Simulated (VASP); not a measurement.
**Al: relaxation of cell and atoms with PBE**

The system is Al.

```
CELL_PARAMETERS angstrom
-2.61094 2.61094 1.35445
2.61094 -2.61094 1.35445
2.61094 2.61094 -1.35445
ATOMIC_POSITIONS crystal
Al 0.62500 0.87500 0.75000
Al 0.37500 0.12500 0.25000
```

```json
{
 "Program": "VASP 6.6.1",
 "Task": "relaxation of cell and atoms",
 "Functional": "PBE",
 "Potentials or basis": "VASP PAW PBE potentials, release 64 (Al)",
 "Cutoff": "600 eV",
 "k mesh": "16 × 16 × 16",
 "Occupations": "fermi-dirac, width 0.05 eV",
 "Spin": "no spin polarisation",
 "Target pressure": "2.6 GPa",
 "Dipole correction": "no",
 "Further INCAR settings": "ALGO = Normal; EDIFF = 1e-06; IBRION = 2; EDIFFG = -0.005; NSW = 32; ISIF = 3"
}
```

```yaml
Pressure_after_relaxing: 2.6 GPa
Band_gap_on_the_k_mesh: zero (bands 3 and 4 overlap by 6.95 eV)
```

Final structure:
```xyz
2
Lattice="-2.6109 2.6109 1.3544 2.6109 -2.6109 1.3544 2.6109 2.6109 -1.3544" Properties=species:S:1:pos:R:3 pbc="T T T"
Al    2.6109    1.3055    1.0158
Al    0.0000    1.3055    0.3386
```

Levels at points of the mesh, in eV from the Fermi level:
```tsv
k point	band 1	band 2	band 3	band 4	band 5	band 6
(0.00, 0.00, 0.00)	-10.15	-0.43	-0.43	0.34	2.11	8.46
(0.50, 0.00, 0.00)	-3.91	-3.91	0.22	0.88	1.40	2.31
(0.50, 0.50, 0.00)	-7.48	-7.48	2.00	2.00	3.72	3.72
(0.50, 0.50, 0.50)	-5.25	-5.25	-4.42	-4.42	8.51	8.51
```

Run time: 61 s on 1 thread of Intel(R) Xeon(R) Platinum 8259CL CPU @ 2.50GHz (Skylake/Cascade Lake), with other jobs on the host, peak memory 0.24 GiB.

Caveat: the cell is relaxed towards a set pressure, so the run minimises the enthalpy, not the energy.
